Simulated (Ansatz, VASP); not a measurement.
One calculation of Zn, two programs

```
Zn
1.0
     2.67000    0.00000    0.00000
    -1.33500    2.31229    0.00000
     0.00000    0.00000    4.96600
Zn
2
Direct
  0.66667 0.33333 0.75000
  0.33333 0.66667 0.25000
```

Alike in both runs: task relaxation of cell and atoms; functional PBEsol; k mesh 11 × 11 × 6; occupations fermi-dirac, width 0.05 eV; no spin polarisation.

|  | VASP | Ansatz |
| --- | --- | --- |
| version | VASP 6.6.1 | Ansatz 0.2.0 |
| potentials or method | VASP PAW PBE potentials, release 64 (Zn) | Ansatz PAW |
| plane-wave cutoff (eV) | 600 | 420 |
| valence electrons in the cell | 24 | 24 |

```tsv
	VASP	Ansatz	Ansatz less VASP
gap on the k mesh at the Fermi level, each at its own relaxed structure (eV)	none	none	-
relaxed volume (Å³/atom)	14.12	14.03	-0.092
relaxed cell length with the largest relative difference (Å)	2.651	2.641	-0.0098
```

VASP's potentials were made for PBE, not for PBEsol. A gap of «none» marks a metal or a gap that the smearing closes.

Noted on Ansatz's run: the plane-wave basis is chosen anew once the cell has moved, so the energies of steps on either side of that aren't comparable.
